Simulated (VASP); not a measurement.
# Cl (Im-3m) in VASP: density of states with PBE

Aim: the density of states of Cl with PBE.

All numbers are computed with VASP 6.6.1; they aren't measurements. Logs are shortened: lines on timing, memory, paths and dates and some standing lists are left out, and cuts for length are marked.

## (1) The cell of the first run

It takes space group Im-3m (No. 229, cubic). The conventional cell has a = 3.509 Å, b = 3.509 Å, c = 3.509 Å, α = 90.00°, β = 90.00°, γ = 90.00°. Cl (site symmetry m-3m) has 14 Cl at 3.04 to 3.51 Å within 4.0 Å.

## (2) Density of states, PBE

Contents of POSCAR:

```
Cl
1.0
   -1.7544276415      1.7544276415      1.7544276415
    1.7544276415     -1.7544276415      1.7544276415
    1.7544276415      1.7544276415     -1.7544276415
Cl
1
Direct
    0.0000000000      0.0000000000      0.0000000000
```

Contents of INCAR.step1:

```
PREC = Accurate
ENCUT = 520
EDIFF = 1E-6
ISMEAR = -1
SIGMA = 0.1
LREAL = False
LASPH = True
NELM = 60
ALGO = Normal
ISIF = 2
LWAVE = False
LCHARG = True
GGA = PE
NBANDS = 10
```

Contents of KPOINTS.step1:

```
regular mesh
0
Gamma
  17 17 17
```

Contents of INCAR.step2:

```
PREC = Accurate
ENCUT = 520
EDIFF = 1E-6
ISMEAR = -5
SIGMA = 0.1
LREAL = False
LASPH = True
NELM = 60
ALGO = Normal
ISIF = 2
LWAVE = False
LCHARG = False
GGA = PE
LORBIT = 11
NBANDS = 10
NEDOS = 1001
ICHARG = 11
```

Contents of KPOINTS.step2:

```
regular mesh
0
Gamma
  26 26 26
```

Potentials or basis: VASP PAW PBE potentials, release 64 (Cl).

Run with:

```
cat potpaw_PBE.64/Cl/POTCAR > POTCAR
cp INCAR.step1 INCAR
cp KPOINTS.step1 KPOINTS
mpirun -np 1 vasp_std > vasp.out
cp INCAR.step2 INCAR
cp KPOINTS.step2 KPOINTS
mpirun -np 1 vasp_std > vasp.out
```

OUTCAR:

```text
PREC = Accurate
   ENCUT = 520
   EDIFF = 1E-6
   ISMEAR = -5
   LREAL = False
   LASPH = True
   NELM = 60
   ISIF = 2
   GGA = PE
   LORBIT = 11
   ICHARG = 11

 ion  position               nearest neighbor table
   1  0.000  0.000  0.000-

  LATTYP: Found a body centered cubic cell.
 ALAT       =     3.5088552830

  Lattice vectors:

 A1 = (  -1.7544276415,   1.7544276415,   1.7544276415)
 A2 = (   1.7544276415,  -1.7544276415,   1.7544276415)
 A3 = (   1.7544276415,   1.7544276415,  -1.7544276415)

Analysis of symmetry for initial positions (statically):
=====================================================================
 Subroutine PRICEL returns:
 Original cell was already a primitive cell.

 Routine SETGRP: Setting up the symmetry group for a
 body centered cubic supercell.

 Subroutine GETGRP returns: Found 48 space group operations
[... 9 lines left out ...]

 Routine SETGRP: Setting up the symmetry group for a
 body centered cubic supercell.

 Subroutine GETGRP returns: Found 48 space group operations
[... 11 lines left out ...]
                                     Primitive cell

  volume of cell :      21.6006

  direct lattice vectors                    reciprocal lattice vectors
    -1.754427641  1.754427641  1.754427641     0.000000000  0.284993230  0.284993230
     1.754427641 -1.754427641  1.754427641     0.284993230  0.000000000  0.284993230
     1.754427641  1.754427641 -1.754427641     0.284993230  0.284993230  0.000000000

  length of vectors
     3.038757813  3.038757813  3.038757813     0.403041291  0.403041291  0.403041291

  position of ions in fractional coordinates (direct lattice)
     0.000000000  0.000000000  0.000000000

  ion indices of the primitive-cell ions
   primitive index   ion index
                 1           1

----------------------------------------------------------------------------------------

 KPOINTS: regular mesh

Automatic generation of k-mesh.
 Grid dimensions read from file:
 generate k-points for:   26   26   26

 Generating k-lattice:

  Cartesian coordinates                     Fractional coordinates (reciprocal lattice)
     0.000000000  0.010961278  0.010961278     0.038461538  0.000000000  0.000000000
     0.010961278  0.000000000  0.010961278     0.000000000  0.038461538  0.000000000
     0.010961278  0.010961278  0.000000000     0.000000000  0.000000000  0.038461538

  Length of vectors
     0.015501588  0.015501588  0.015501588

  Shift w.r.t. Gamma in fractional coordinates (k-lattice)
     0.000000000  0.000000000  0.000000000

 TETIRR: Found  21036 inequivalent tetrahedra from   105456

 Subroutine IBZKPT returns following result:
 ===========================================

 Found    511 irreducible k-points:

 Following reciprocal coordinates:
            Coordinates               Weight
  0.000000  0.000000  0.000000      1.000000
  0.038462  0.000000  0.000000     12.000000
  0.076923  0.000000  0.000000     12.000000
  0.115385  0.000000  0.000000     12.000000
  0.153846  0.000000  0.000000     12.000000
  0.192308  0.000000  0.000000     12.000000
[... 16 lines left out ...]
  0.346154  0.038462  0.000000     48.000000
  0.384615  0.038462 -0.000000     48.000000
 [... further k-points ...]
   k-points           NKPTS =    511   k-points in BZ     NKDIM =    511   number of bands    NBANDS=     10
   number of dos      NEDOS =   1001   number of ions     NIONS =      1
   total plane-waves  NPLWV =  13824
   dimension x,y,z NGX =    24 NGY =   24 NGZ =   24
   dimension x,y,z NGXF=    48 NGYF=   48 NGZF=   48
   ions per type =               1
   NGX,Y,Z   is equivalent  to a cutoff of  13.13, 13.13, 13.13 a.u.
   NGXF,Y,Z  is equivalent  to a cutoff of  26.26, 26.26, 26.26 a.u.
 SYSTEM =  unknown system
   PREC   = accura    normal or accurate (medium, high low for compatibility)
   ISTART =      0    job   : 0-new  1-cont  2-samecut
   ICHARG =     11    charge: 1-file 2-atom 10-const
   ISPIN  =      1    spin polarized calculation?
   LNONCOLLINEAR =      F non collinear calculations
   LSORBIT =      F    spin-orbit coupling
   LASPH  =      T    aspherical Exc in radial PAW
   ENCUT  =  520.0 eV  38.22 Ry    6.18 a.u.   5.65  5.65  5.65*2*pi/ulx,y,z
   NELM   =     60;   NELMIN=  2; NELMDL=  0     # of ELM steps
   EDIFF  = 0.1E-05   stopping-criterion for ELM
   LREAL  =      F    real-space projection
   EDIFFG = 0.1E-04   stopping-criterion for IOM
   NSW    =      0    number of steps for IOM
   IBRION =     -1    ionic relax: 0-MD 1-quasi-New 2-CG
   NFREE  =      0    steps in history (QN), initial steepest desc. (CG)
   ISIF   =      2    stress and relaxation
   ISYM   =      2    0-nonsym 1-usesym 2-fastsym
   POTIM  = 0.5000    time-step for ionic-motion
   TEBEG  =    0.0;   TEEND  =   0.0 temperature during run
   PSTRESS=    0.0 pullay stress
   NELECT =       7.0000    total number of electrons
   NUPDOWN=      -1.0000    fix difference up-down
   EMIN   =  10.00;   EMAX   =-10.00  energy-range for DOS
   EFERMI =   0.00;   METHOD = LEGACY
   ISMEAR =    -5;   SIGMA  =   0.10  broadening in eV -4-tet -1-fermi 0-gaus
   EFERMI_NEDOS =   21; number of points for ismear=-14 and -15
   IALGO  =     38    algorithm
   IMIX   =      4    mixing-type and parameters
     AMIX     =   0.40;   BMIX     =  1.00
     AMIX_MAG =   1.60;   BMIX_MAG =  1.00
  volume/ion in A,a.u.               =      21.60       145.77
  Fermi-wavevector in a.u.,A,eV,Ry     =   1.124481  2.124961 17.203984  1.264457
  Thomas-Fermi vector in A             =   2.261153
   LORBIT       =     11    0 simple, 1 ext, 2 COOP (PROOUT), +10 PAW based schemes
   GGA     = PE    functional components
   LHFCALC =     F    Hartree Fock is set to
   AEXX    =    0.0000 exact exchange contribution
   IVDW    =     0    specifies the selected vdW correction
   LEPSILON=     F    determine dielectric tensor
   LRPA    =     F    only Hartree local field effects (RPA)
 non-spin polarized calculation
 Fermi weights with tetrahedron method with Bloechl corrections
  energy-cutoff  :      520.00
  volume of cell :       21.60
 maximum number of plane-waves:       603

 number of electron       6.9999998 magnetization

 Free energy of the ion-electron system (eV)
  ---------------------------------------------------
  ext. energy  EPLUGINS =         0.00000000
  ---------------------------------------------------
  free energy    TOTEN  =        -0.95651092 eV

  energy without entropy =       -0.95651092  energy(sigma->0) =       -0.95651092

 E-fermi :   1.6310     XC(G=0):  -9.4623

 val. band max:        1.6394392036   @ k =   0.1154   0.1154   0.0769
 cond. band min:       1.6250604499   @ k =  -0.3462   0.3462   0.1154
 fundamental gap:     -0.0143787537
 Fermi energy:         1.6310057088

 k-point     1 :       0.0000    0.0000    0.0000
  band No.  band energies     occupation
      1     -13.6692      2.00000
      2       2.2707      0.00000
      3       2.2707      0.00000
      4       2.2707      0.00000
      5      11.2991      0.00000
      6      15.7592      0.00000
      7      15.7592      0.00000
      8      15.7592      0.00000
      9      18.6032      0.00000
     10      18.6032      0.00000

 k-point     2 :       0.0385    0.0000    0.0000
  band No.  band energies     occupation
      1     -13.6504      2.00000
      2       2.1760      0.00000
      3       2.2462      0.00000
      4       2.2677      0.00000
      5      11.3917      0.00000
      6      15.6871      0.00000
      7      15.7347      0.00000
      8      15.8404      0.00000
      9      18.4457      0.00000
     10      18.5846      0.00000

 k-point     3 :       0.0769    0.0000    0.0000
  band No.  band energies     occupation
      1     -13.5942      2.00000
      2       1.9065     -0.09195
      3       2.1753      0.00000
      4       2.2590      0.00000
      5      11.6469      0.00000
      6      15.4862      0.00000
      7      15.6446      0.00000
      8      16.0814      0.00000
      9      18.1201      0.00000
     10      18.5381      0.00000

 k-point     4 :       0.1154    0.0000    0.0000
  band No.  band energies     occupation
      1     -13.5023      2.00000
      2       1.4982      1.86905
      3       2.0647      0.00000
      4       2.2448      0.00000
      5      11.9989      0.00000
      6      15.1934      0.00000
      7      15.4688      0.00000
      8      16.4742      0.00000
      9      17.8718      0.00000
     10      18.4866      0.00000

 k-point     5 :       0.1538    0.0000    0.0000
  band No.  band energies     occupation
      1     -13.3775      2.00000
      2       0.9946      2.00084
      3       1.9244      0.00000
      4       2.2259      0.00000
      5      12.3340      0.00000
      6      14.8498      0.00000
      7      15.2724      0.00000
      8      17.0073      0.00000
      9      17.8244      0.00000
     10      18.4560      0.00000

 k-point     6 :       0.1923    0.0000    0.0000
  band No.  band energies     occupation
      1     -13.2237      2.00000
      2       0.4357      2.00000
      3       1.7656     -0.09224
      4       2.2032      0.00000
      5      12.4920      0.00000
      6      14.4893      0.00000
      7      15.2407      0.00000
      8      17.6669      0.00000
      9      17.9669      0.00000
     10      18.4675      0.00000
[... 183 lines left out ...]
 k-point    21 :       0.2692    0.0385   -0.0000
  band No.  band energies     occupation
      1     -12.7438      2.00000
      2      -0.9979      2.00000
      3       1.3368      2.00000
      4       2.1040      0.00000
      5      11.9884      0.00000
      6      13.6756      0.00000
      7      16.1511      0.00000
      8      18.4965      0.00000
      9      19.0989      0.00000
     10      19.9004      0.00000

 k-point    22 :       0.3077    0.0385   -0.0000
  band No.  band energies     occupation
      1     -12.5469      2.00000
      2      -1.5071      2.00000
      3       1.1883      2.00000
      4       2.0776      0.00000
      5      11.6475      0.00000
      6      13.4145      0.00000
      7      16.7358      0.00000
      8      18.8849      0.00000
      9      19.3704      0.00000
     10      20.8517      0.00000

 k-point    23 :       0.3462    0.0385    0.0000
  band No.  band energies     occupation
      1     -12.3625      2.00000
      2      -1.9515      2.00000
      3       1.0624      2.00000
      4       2.0540      0.00000
      5      11.3467      0.00000
      6      13.2001      0.00000
      7      17.3177      0.00000
      8      19.2817      0.00000
      9      19.6330      0.00000
     10      21.8316      0.00000

 k-point    24 :       0.3846    0.0385   -0.0000
  band No.  band energies     occupation
      1     -12.2051      2.00000
      2      -2.3096      2.00000
      3       0.9639      2.00000
      4       2.0349      0.00000
      5      11.1092      0.00000
      6      13.0362      0.00000
      7      17.8725      0.00000
      8      19.5879      0.00000
      9      19.8915      0.00000
     10      22.7883      0.00000

 [... further k-points ...]
[... 5 lines left out ...]
  --------------------------------------------------------------------------------------
  -------------------------------------------------------------------------------------
  Total       -0.0971156     -0.0971156     -0.0971156     -0.0000000     -0.0000000      0.0000000
  in kB       -7.2033249     -7.2033249     -7.2033249     -0.0000000     -0.0000000      0.0000000
  external PRESSURE =      -7.2033249 kB  Pullay stress =       0.0000000 kB

 VOLUME and BASIS-vectors are now :
 -----------------------------------------------------------------------------
  energy-cutoff  :      520.00
  volume of cell :       21.60
      direct lattice vectors                 reciprocal lattice vectors
    -1.754427641  1.754427641  1.754427641     0.000000000  0.284993230  0.284993230
     1.754427641 -1.754427641  1.754427641     0.284993230  0.000000000  0.284993230
     1.754427641  1.754427641 -1.754427641     0.284993230  0.284993230  0.000000000

 POSITION                                       TOTAL-FORCE (eV/Angst)
 -----------------------------------------------------------------------------------
      0.00000      0.00000      0.00000        -0.000000     -0.000000     -0.000000
 -----------------------------------------------------------------------------------
    total drift:                                0.000000      0.000000     -0.000000

  FREE ENERGIE OF THE ION-ELECTRON SYSTEM (eV)
  ---------------------------------------------------
  free  energy   TOTEN  =        -0.9565109158 eV

  energy  without entropy=       -0.9565109158  energy(sigma->0) =       -0.95651092

 total charge

# of ion       s       p       d       tot
------------------------------------------
    1        1.640   3.252   0.000   4.892
```

Run time: 30 s. Hardware: 1 thread of Intel Xeon Platinum 8559C (Emerald Rapids), shared host; peak memory 0.23 GiB.

What came out:

| Quantity | Value |
| --- | --- |
| Valence electrons inside the program's atomic spheres | Cl 4.89 |

Levels at points of the mesh, in eV from the Fermi level:
| k point | band 2 | band 3 | band 4 | band 5 | band 6 | band 7 |
| --- | --- | --- | --- | --- | --- | --- |
| (0.00, 0.00, 0.00) | 0.64 | 0.64 | 0.64 | 9.67 | 14.13 | 14.13 |
| (0.50, 0.00, 0.00) | -4.36 | -0.73 | 0.42 | 9.15 | 11.19 | 17.43 |
| (0.50, 0.50, 0.50) | -2.43 | -2.43 | -2.43 | 7.90 | 7.90 | 21.23 |

Caveat: an odd number of electrons without spin polarisation forces a metal; a magnetic or distorted state may lie lower; tetrahedron occupations give inexact forces and stress in metals.
